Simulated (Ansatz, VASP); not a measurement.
# One calculation of NiO, two programs

```
Ni O
1.0
     0.00000    1.74248    4.92683
    -1.50903   -0.87124    4.92683
     1.50903   -0.87124    4.92683
Ni O
2 2
Cartesian
  1.5090 0.8712 2.4634
  1.5090 0.8712 9.8537
  0.0000 0.0000 3.6951
  0.0000 0.0000 11.0854
```

Alike in both runs: task single point; functional PBE; k mesh 5 × 5 × 5; occupations gaussian, width 0.05 eV; collinear spin; Hubbard terms Ni d U = 6.2 eV.

|  | VASP | Ansatz |
| --- | --- | --- |
| version | VASP 6.6.1 | Ansatz 0.2.0 |
| potentials or method | VASP PAW PBE potentials, release 64 (Ni_sv_GW, O), cutoff 600 eV | scalar-relativistic, plane waves, PAW |
| valence electrons in the cell | 48 | 48 |

|  | VASP | Ansatz | Ansatz less VASP |
| --- | --- | --- | --- |
| gap on the k mesh at the Fermi level (eV) | 2.77 | 2.73 | -0.039 |
| least direct gap on the mesh (eV) | 3.38 | 3.44 | +0.051 |
| pressure (GPa) | -5.6 | -2.1 | +3.49 |
| net moment per atom (μB) | 0.00 | 0.00 | 0.000 |
| size of the moment on the site where the two differ most (μB) | 1.75 | 1.69 | -0.059 |

Site moments also hang on the region over which each program counts them. The programs project onto different local orbitals, so the same U acts differently, and such runs can settle in different states.

The k mesh is coarse, so the values compare programs but aren't converged.
